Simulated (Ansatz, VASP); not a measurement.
# Al6NiPd5: VASP beside Ansatz

```
CELL_PARAMETERS angstrom
4.29731 0.00000 0.00000
0.00000 4.29731 0.00000
0.00000 0.00000 9.21502
ATOMIC_POSITIONS crystal
Al 0.00000 0.50000 0.65923
Al 0.00000 0.50000 0.00000
Al 0.00000 0.50000 0.34077
Al 0.50000 0.00000 0.65923
Al 0.50000 0.00000 0.00000
Al 0.50000 0.00000 0.34077
Ni 0.00000 0.00000 0.50000
Pd 0.00000 0.00000 0.82768
Pd 0.00000 0.00000 0.17232
Pd 0.50000 0.50000 0.83236
Pd 0.50000 0.50000 0.16764
Pd 0.50000 0.50000 0.50000
```

Alike in both runs: task single point; functional PBE; k mesh 10 × 10 × 4; occupations gaussian, width 0.1 eV; no spin polarisation.

```csv
,VASP,Ansatz
version,VASP 6.6.1,Ansatz 0.2.0
potentials or method,"VASP PAW PBE potentials, release 64 (Al, Ni, Pd), cutoff 520 eV","scalar-relativistic, plane waves, PAW"
valence electrons in the cell,78,126
```

|  | VASP | Ansatz | Ansatz less VASP |
| --- | --- | --- | --- |
| gap on the k mesh at the Fermi level (eV) | none | none | - |
| pressure (GPa) | 0.0 | 0.0 | -0.01 |

A gap of «none» marks a metal or a gap that the smearing closes. The functional is the same, so the differences come from potentials, cutoffs and numerics. VASP's potentials hold 78 valence electrons a cell and Ansatz's 126, so a difference there can come from the potentials and not from the codes.
